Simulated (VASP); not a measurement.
# B7Se (Pm-3m) in VASP: a series of runs

The runs below take B7Se through single point, relaxation of cell and atoms, with PBE.

Program: VASP 6.6.1. These are calculated values, not measurements. Logs are shortened: lines on timing, memory, paths and dates and some standing lists are left out, and cuts for length are marked.

### Step 1. The cell of the first run

It takes space group Pm-3m (No. 221, cubic). Conventional cell: a = 4.591 Å, b = 4.591 Å, c = 4.591 Å, α = 90.00°, β = 90.00°, γ = 90.00°. Within 1.7 Å of B (site symmetry 4mm) lie 1 B at 1.24 Å. Within 1.7 Å of B (site symmetry m-3m) lie 6 B at 1.24 Å. Se (site symmetry m-3m) has 32 B at 3.41 to 3.98 Å within 4.5 Å.

### Step 2. Single point, PBE

Contents of INCAR:

```
SYSTEM = B7Se
ALGO = Normal ; EDIFF = 1E-7
ENCUT = 520 ; GGA = PE
ISIF = 2 ; ISMEAR = 0
LASPH = .TRUE. ; LCHARG = .FALSE.
LREAL = .FALSE. ; LWAVE = .FALSE.
NBANDS = 24 ; NELM = 60
PREC = Accurate ; SIGMA = 0.1
```

Contents of KPOINTS:

```
k-points
0
G
  4 4 4
  0 0 0
```

Contents of POSCAR:

```
B7Se
1.0
    4.5912652900      0.0000000000      0.0000000000
    0.0000000000      4.5912652900      0.0000000000
    0.0000000000      0.0000000000      4.5912652900
B Se
7 1
Direct
    0.7695194900      0.5000000000      0.5000000000
    0.2304805100      0.5000000000      0.5000000000
    0.5000000000      0.7695194900      0.5000000000
    0.5000000000      0.2304805100      0.5000000000
    0.5000000000      0.5000000000      0.7695194900
    0.5000000000      0.5000000000      0.2304805100
    0.5000000000      0.5000000000      0.5000000000
    0.0000000000      0.0000000000      0.0000000000
```

Potentials or basis: VASP PAW PBE potentials, release 64 (B, Se).

On the command line:

```bash
$ cat potpaw_PBE.64/B/POTCAR potpaw_PBE.64/Se/POTCAR > POTCAR
$ mpirun -np 1 vasp_std > vasp.out
```

OUTCAR:

```text
SYSTEM = B7Se
   EDIFF = 1E-7
   ENCUT = 520
   GGA = PE
   ISIF = 2
   ISMEAR = 0
   LASPH = .TRUE.
   LREAL = .FALSE.
   NELM = 60
   PREC = Accurate

 ion  position               nearest neighbor table
   1  0.770  0.500  0.500-   7 1.24   4 1.75   5 1.75   6 1.75   3 1.75   2 2.12
   2  0.230  0.500  0.500-   7 1.24   4 1.75   5 1.75   6 1.75   3 1.75   1 2.12
   3  0.500  0.770  0.500-   7 1.24   2 1.75   5 1.75   6 1.75   1 1.75   4 2.12
   4  0.500  0.230  0.500-   7 1.24   2 1.75   5 1.75   6 1.75   1 1.75   3 2.12
   5  0.500  0.500  0.770-   7 1.24   2 1.75   3 1.75   4 1.75   1 1.75   6 2.12
   6  0.500  0.500  0.230-   7 1.24   2 1.75   3 1.75   4 1.75   1 1.75   5 2.12
   7  0.500  0.500  0.500-   1 1.24   2 1.24   3 1.24   4 1.24   5 1.24   6 1.24
   8  0.000  0.000  0.000-

  LATTYP: Found a simple cubic cell.
 ALAT       =     4.5912652900

  Lattice vectors:

 A1 = (   4.5912652900,   0.0000000000,   0.0000000000)
 A2 = (   0.0000000000,   4.5912652900,   0.0000000000)
 A3 = (   0.0000000000,   0.0000000000,   4.5912652900)

Analysis of symmetry for initial positions (statically):
=====================================================================
 Subroutine PRICEL returns:
 Original cell was already a primitive cell.

 Routine SETGRP: Setting up the symmetry group for a
 simple cubic supercell.

 Subroutine GETGRP returns: Found 48 space group operations
 (whereof 48 operations were pure point group operations)
 out of a pool of 48 trial point group operations.

The static configuration has the point symmetry O_h .

Analysis of symmetry for dynamics (positions and initial velocities):
=====================================================================
 Subroutine PRICEL returns:
 Original cell was already a primitive cell.

 Routine SETGRP: Setting up the symmetry group for a
 simple cubic supercell.

 Subroutine GETGRP returns: Found 48 space group operations
 (whereof 48 operations were pure point group operations)
 out of a pool of 48 trial point group operations.

The dynamic configuration has the point symmetry O_h .

 Subroutine INISYM returns: Found 48 space group operations
 (whereof 48 operations are pure point group operations),
 and found     1 'primitive' translations

----------------------------------------------------------------------------------------
[... 94 lines left out ...]
   IBRION =     -1    ionic relax: 0-MD 1-quasi-New 2-CG
   NFREE  =      0    steps in history (QN), initial steepest desc. (CG)
   ISIF   =      2    stress and relaxation
   ISYM   =      2    0-nonsym 1-usesym 2-fastsym
   POTIM  = 0.5000    time-step for ionic-motion
   TEBEG  =    0.0;   TEEND  =   0.0 temperature during run
   PSTRESS=    0.0 pullay stress
   NELECT =      27.0000    total number of electrons
   NUPDOWN=      -1.0000    fix difference up-down
   EMIN   =  10.00;   EMAX   =-10.00  energy-range for DOS
   EFERMI =   0.00;   METHOD = LEGACY
   ISMEAR =     0;   SIGMA  =   0.10  broadening in eV -4-tet -1-fermi 0-gaus
   EFERMI_NEDOS =   21; number of points for ismear=-14 and -15
   IALGO  =     38    algorithm
   IMIX   =      4    mixing-type and parameters
     AMIX     =   0.40;   BMIX     =  1.00
     AMIX_MAG =   1.60;   BMIX_MAG =  1.00
  volume/ion in A,a.u.               =      12.10        81.64
  Fermi-wavevector in a.u.,A,eV,Ry     =   1.069704  2.021448 15.568699  1.144267
  Thomas-Fermi vector in A             =   2.205392
   LORBIT       =      0    0 simple, 1 ext, 2 COOP (PROOUT), +10 PAW based schemes
   GGA     = PE    functional components
   LHFCALC =     F    Hartree Fock is set to
   AEXX    =    0.0000 exact exchange contribution
   IVDW    =     0    specifies the selected vdW correction
   LEPSILON=     F    determine dielectric tensor
   LRPA    =     F    only Hartree local field effects (RPA)
 non-spin polarized calculation
 Gauss-broadening in eV      SIGMA  =   0.10
  energy-cutoff  :      520.00
  volume of cell :       96.78
 maximum number of plane-waves:      2624
 NGX is ok and might be reduce to    36
   NGX = 17   NGY = 17   NGZ = 17

 number of electron      27.0000001 magnetization

 Free energy of the ion-electron system (eV)
  ---------------------------------------------------
  ext. energy  EPLUGINS =         0.00000000
  ---------------------------------------------------
  free energy    TOTEN  =       -23.62121361 eV

  energy without entropy =      -23.59401947  energy(sigma->0) =      -23.60761654

 E-fermi :   2.9842     XC(G=0):  -9.5629

 val. band max:        2.9772720257   @ k =   0.5000   0.2500   0.2500
 cond. band min:       3.0293762381   @ k =   0.5000   0.5000   0.5000
 fundamental gap:      0.0521042124
 Fermi energy:         2.9842354128

 k-point     1 :       0.0000    0.0000    0.0000
  band No.  band energies     occupation
      1     -16.8928      2.00000
      2     -11.0258      2.00000
      3     -11.0258      2.00000
      4     -11.0258      2.00000
      5      -8.2614      2.00000
      6      -3.2127      2.00000
[... 259 lines left out ...]
     23       9.9929      0.00000
     24      10.6339      0.00000

------------------------ aborting loop because EDIFF is reached ----------------------------------------

  FORCE on cell =-STRESS in cart. coord.  units (eV):
  Direction    XX          YY          ZZ          XY          YZ          ZX
  --------------------------------------------------------------------------------------
  -------------------------------------------------------------------------------------
  Total       31.6286374     31.6286374     31.6286374      0.0000000      0.0000000     -0.0000000
  in kB      523.5930850    523.5930850    523.5930850      0.0000000      0.0000000     -0.0000000
  external PRESSURE =     523.5930850 kB  Pullay stress =       0.0000000 kB

 VOLUME and BASIS-vectors are now :
 -----------------------------------------------------------------------------
  energy-cutoff  :      520.00
  volume of cell :       96.78
      direct lattice vectors                 reciprocal lattice vectors
     4.591265290  0.000000000  0.000000000     0.217804883  0.000000000  0.000000000
     0.000000000  4.591265290  0.000000000     0.000000000  0.217804883  0.000000000
     0.000000000  0.000000000  4.591265290     0.000000000  0.000000000  0.217804883

 POSITION                                       TOTAL-FORCE (eV/Angst)
 -----------------------------------------------------------------------------------
      3.53307      2.29563      2.29563        19.916841      0.000000     -0.000000
      1.05820      2.29563      2.29563       -19.916841     -0.000000     -0.000000
      2.29563      3.53307      2.29563         0.000000     19.916841     -0.000000
      2.29563      1.05820      2.29563         0.000000    -19.916841     -0.000000
      2.29563      2.29563      3.53307        -0.000000     -0.000000     19.916841
      2.29563      2.29563      1.05820         0.000000     -0.000000    -19.916841
      2.29563      2.29563      2.29563         0.000000      0.000000     -0.000000
      0.00000      0.00000      0.00000         0.000000      0.000000     -0.000000
 -----------------------------------------------------------------------------------
    total drift:                               -0.000000      0.000000      0.000000

  FREE ENERGIE OF THE ION-ELECTRON SYSTEM (eV)
  ---------------------------------------------------
  free  energy   TOTEN  =       -23.6212136077 eV

  energy  without entropy=      -23.5940194711  energy(sigma->0) =      -23.60761654
```

OSZICAR:

```text
N       E                     dE             d eps       ncg     rms          rms(c)
DAV:   1     0.106058816697E+03    0.10606E+03   -0.12047E+04   480   0.957E+02
DAV:   2    -0.348510099725E+02   -0.14091E+03   -0.13369E+03   616   0.217E+02
DAV:   3    -0.423026335472E+02   -0.74516E+01   -0.72737E+01   648   0.458E+01
DAV:   4    -0.424003498431E+02   -0.97716E-01   -0.97528E-01   600   0.564E+00
DAV:   5    -0.424024668974E+02   -0.21171E-02   -0.21165E-02   664   0.673E-01    0.204E+01
DAV:   6    -0.273349356085E+02    0.15068E+02   -0.16665E+02   640   0.430E+01    0.943E+00
DAV:   7    -0.243354783916E+02    0.29995E+01   -0.10239E+01   568   0.159E+01    0.557E+00
DAV:   8    -0.236463271594E+02    0.68915E+00   -0.44980E+00   592   0.717E+00    0.230E+00
DAV:   9    -0.236236445847E+02    0.22683E-01   -0.30435E-01   560   0.257E+00    0.113E+00
DAV:  10    -0.236264914131E+02   -0.28468E-02   -0.63074E-02   624   0.101E+00    0.333E-01
DAV:  11    -0.236209872782E+02    0.55041E-02   -0.19189E-02   584   0.532E-01    0.112E-01
DAV:  12    -0.236213018735E+02   -0.31460E-03   -0.19597E-03   600   0.173E-01    0.436E-02
DAV:  13    -0.236212121966E+02    0.89677E-04   -0.23797E-04   584   0.487E-02    0.103E-02
DAV:  14    -0.236212147584E+02   -0.25619E-05   -0.14107E-05   624   0.168E-02    0.478E-03
DAV:  15    -0.236212135771E+02    0.11813E-05   -0.37530E-06   608   0.808E-03    0.144E-03
DAV:  16    -0.236212136077E+02   -0.30582E-07   -0.40936E-07   640   0.311E-03
   1 F= -.23621214E+02 E0= -.23607617E+02  d E =-.271941E-01
```

Run time: 37 s. Hardware: 1 thread of Oxide Virtual Turin-like, shared host; peak memory 0.17 GiB.

What came out:

| Property | Result |
| --- | --- |
| Free energy | -23.6212 eV |
| Pressure | 52.4 GPa |
| Largest force | 19.917 eV/Å |

Forces on the atoms (eV/Å):
```
B    19.917   0.000   0.000
B   -19.917   0.000   0.000
B     0.000  19.917   0.000
B     0.000 -19.917   0.000
B     0.000   0.000  19.917
B     0.000   0.000 -19.917
B     0.000   0.000   0.000
Se    0.000   0.000   0.000
```

Levels at points of the mesh, in eV from the Fermi level:
```
           k point  band 10  band 11  band 12  band 13  band 14  band 15  band 16  band 17  band 18  band 19
(0.00, 0.00, 0.00)    -4.01    -4.01    -1.08    -1.08    -1.08     2.34     2.34     2.34     2.90     2.90
(0.50, 0.00, 0.00)    -4.38    -3.97     0.14     0.14     0.26     1.43     1.53     1.53     2.67     3.72
(0.50, 0.50, 0.00)    -4.68    -4.68    -0.58    -0.58    -0.34     1.70     2.84     3.51     3.51     3.68
(0.50, 0.50, 0.50)    -4.74    -4.74     0.05     0.05     0.05     0.31     3.84     3.84     5.07     5.07
```

Caveat: forces of over 1 eV/Å act on the atoms, so gaps and moduli don't describe the material at rest.

### Step 3. Single point, PBE

This run uses another cell than the first one, of 12.70 Å³/atom, 1.050 times its volume.

Contents of INCAR:

```
PREC = Accurate ; ENCUT = 520
EDIFF = 1E-6 ; ISMEAR = 0
SIGMA = 0.1 ; LREAL = False
LASPH = True ; NELM = 80
ALGO = Normal ; ISIF = 2
LWAVE = False ; LCHARG = False
GGA = PE ; NBANDS = 24
```

Contents of KPOINTS:

```
regular mesh
0
Gamma
  8 8 8
```

Contents of POSCAR:

```
B7Se
1.0
    4.6658486938      0.0000000000      0.0000000000
    0.0000000000      4.6658486938      0.0000000000
    0.0000000000      0.0000000000      4.6658486938
B Se
7 1
Direct
    0.8318918197      0.5000000000      0.5000000000
    0.1681081803      0.5000000000      0.5000000000
    0.5000000000      0.8318918197      0.5000000000
    0.5000000000      0.1681081803      0.5000000000
    0.5000000000      0.5000000000      0.8318918197
    0.5000000000      0.5000000000      0.1681081803
    0.5000000000      0.5000000000      0.5000000000
    0.0000000000      0.0000000000      0.0000000000
```

Potentials or basis: VASP PAW PBE potentials, release 64 (B, Se).

On the command line:

```bash
$ cat potpaw_PBE.64/B/POTCAR potpaw_PBE.64/Se/POTCAR > POTCAR
$ mpirun -np 1 vasp_std > vasp.out
```

Run time: 98 s. Hardware: 1 thread of Oxide Virtual Turin-like, shared host; peak memory 0.21 GiB.

Results (log left out):

| Item | Value |
| --- | --- |
| Free energy | -39.7087 eV |
| Pressure | 0.0 GPa |
| Largest force | 0.015 eV/Å |

Forces in eV/Å, atoms in the order of the input:
```
B    0.015  0.000  0.000
B   -0.015  0.000  0.000
B    0.000  0.015  0.000
B    0.000 -0.015  0.000
B    0.000  0.000  0.015
B    0.000  0.000 -0.015
B    0.000  0.000  0.000
Se   0.000  0.000  0.000
```

Levels at points of the mesh, in eV from the Fermi level:
| k point | band 11 | band 12 | band 13 | band 14 | band 15 | band 16 | band 17 | band 18 |
| --- | --- | --- | --- | --- | --- | --- | --- | --- |
| (0.00, 0.00, 0.00) | -1.50 | -0.57 | -0.57 | -0.57 | 0.26 | 0.26 | 0.26 | 2.62 |
| (0.50, 0.00, 0.00) | -0.71 | -0.49 | -0.41 | 0.15 | 0.15 | 0.53 | 0.53 | 1.08 |
| (0.50, 0.50, 0.00) | -2.84 | -1.83 | -1.83 | -0.90 | 1.90 | 1.90 | 2.00 | 2.86 |
| (0.50, 0.50, 0.50) | -4.99 | 0.46 | 0.46 | 0.46 | 2.11 | 2.11 | 3.09 | 3.09 |

### Step 4. Relaxation of cell and atoms, PBE

This run uses another cell than the first one, of 12.69 Å³/atom, 1.049 times its volume.

Contents of INCAR:

```
SYSTEM = B7Se
  ALGO = Normal
  EDIFF = 1E-7
  EDIFFG = -0.01
  ENCUT = 600
  GGA = PE
  IBRION = 2
  ISIF = 3
  ISMEAR = 0
  LASPH = .True.
  LCHARG = .False.
  LREAL = .False.
  LWAVE = .False.
  NELM = 60
  NSW = 100
  PREC = Accurate
  SIGMA = 0.1
```

Contents of KPOINTS:

```
k-points
0
Gamma
  8 8 8
  0 0 0
```

Contents of POSCAR:

```
B7Se
1.0
    4.6654309284      0.0000000000      0.0000000000
    0.0000000000      4.6654309284      0.0000000000
    0.0000000000      0.0000000000      4.6654309284
B Se
7 1
Direct
    0.8312413635      0.5000000000      0.5000000000
    0.1687586365      0.5000000000      0.5000000000
    0.5000000000      0.8312413635      0.5000000000
    0.5000000000      0.1687586365      0.5000000000
    0.5000000000      0.5000000000      0.8312413635
    0.5000000000      0.5000000000      0.1687586365
    0.5000000000      0.5000000000      0.5000000000
    0.0000000000      0.0000000000      0.0000000000
```

On the command line:

```bash
$ cat potpaw_PBE.64/B/POTCAR potpaw_PBE.64/Se/POTCAR > POTCAR
$ mpirun -np 1 vasp_std > vasp.out
```

Wall time 3.4 min (1 thread of Oxide Virtual Turin-like, shared host); peak memory 0.26 GiB.

Results (log left out):

| Quantity | Value |
| --- | --- |
| Free energy | -39.7155 eV |
| Relaxed volume | 12.69 Å³/atom |
| Relaxed cell | a = 4.665 Å, b = 4.665 Å, c = 4.665 Å, α = 90.00°, β = 90.00°, γ = 90.00° |
| Space group after relaxing (to 0.05 Å) | Pm-3m (No. 221) |
| Energy gained by relaxing | 0.2 meV/atom |
| Ionic steps | 3 |
| Pressure after relaxing | 0.0 GPa |

Step by step:
```
step  energy change (eV)  largest force (eV/Å)  pressure (GPa)  volume (Å³)
   1              0.0000                0.1890           -0.04       101.55
   2              0.0043                0.3519            0.12       101.50
   3             -0.0019                0.0003            0.00       101.53
```

Final structure:
```xyz
8
Lattice="4.6652 0.0000 0.0000 0.0000 4.6652 0.0000 0.0000 0.0000 4.6652" Properties=species:S:1:pos:R:3 pbc="T T T"
B     3.8811    2.3326    2.3326
B     0.7840    2.3326    2.3326
B     2.3326    3.8811    2.3326
B     2.3326    0.7840    2.3326
B     2.3326    2.3326    3.8811
B     2.3326    2.3326    0.7840
B     2.3326    2.3326    2.3326
Se    0.0000    0.0000    0.0000
```

Levels at points of the mesh, in eV from the Fermi level:
| k point | band 12 | band 13 | band 14 | band 15 | band 16 | band 17 |
| --- | --- | --- | --- | --- | --- | --- |
| (0.00, 0.00, 0.00) | -0.57 | -0.57 | -0.57 | 0.26 | 0.26 | 0.26 |
| (0.50, 0.00, 0.00) | -0.48 | -0.41 | 0.15 | 0.15 | 0.53 | 0.53 |
| (0.50, 0.50, 0.00) | -1.83 | -1.83 | -0.90 | 1.90 | 1.90 | 2.01 |
| (0.50, 0.50, 0.50) | 0.46 | 0.46 | 0.46 | 2.12 | 2.12 | 3.09 |

### Step 5. The runs side by side

```tsv
task	cell	k mesh	cutoff (eV)	gap on the mesh (eV)	pressure (GPa)	largest force (eV/Å)
single point	a = 4.591 Å, 8 atoms	4 × 4 × 4	520	none	52.4	19.92
single point	a = 4.666 Å, 8 atoms	8 × 8 × 8	520	none	0.0	0.02
relaxation of cell and atoms	relaxed from a = 4.665 Å, 8 atoms	8 × 8 × 8	600	none	0.0	-
```

Alike in all rows: level PBE; potentials or basis VASP PAW PBE potentials, release 64 (B, Se); no spin polarisation; smearing gaussian 0.1 eV.

Caveats: forces of over 1 eV/Å act on the atoms, so gaps and moduli don't describe the material at rest (some runs).

Total energies depend on the potentials used, so only differences within one code and one set of settings carry meaning.
